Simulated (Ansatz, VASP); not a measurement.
## PbS: VASP beside Ansatz

```
Pb S
1.0
     2.95905   -2.96459    0.18148
     2.95905    2.96459    0.18148
    -0.36420    0.00000    5.93878
Pb S
2 2
Direct
  0.75002 0.75002 0.74993
  0.24998 0.24998 0.25007
  0.25003 0.25003 0.74972
  0.74997 0.74997 0.25028
```

Alike in both runs: task relaxation of cell and atoms; functional PBE; dispersion D3(BJ); k mesh 8 × 8 × 6; occupations gaussian, width 0.02 eV; no spin polarisation.

|  | VASP | Ansatz |
| --- | --- | --- |
| version | VASP 6.6.1 | Ansatz 0.2.0 |
| potentials or method | VASP PAW PBE potentials, release 64 (Pb_d, S), cutoff 500 eV | scalar-relativistic, plane waves, PAW |
| valence electrons in the cell | 40 | 40 |

```tsv
	VASP	Ansatz	Ansatz less VASP
gap on the k mesh at the Fermi level, each at its own relaxed structure (eV)	0.37	0.36	-0.003
relaxed volume (Å³/atom)	26.10	26.13	+0.031
relaxed cell length with the largest relative difference (Å)	5.933	5.935	+0.0026
```

Ansatz's warnings: relaxed geometry near dispersion switch.

Spin-orbit coupling is off throughout.
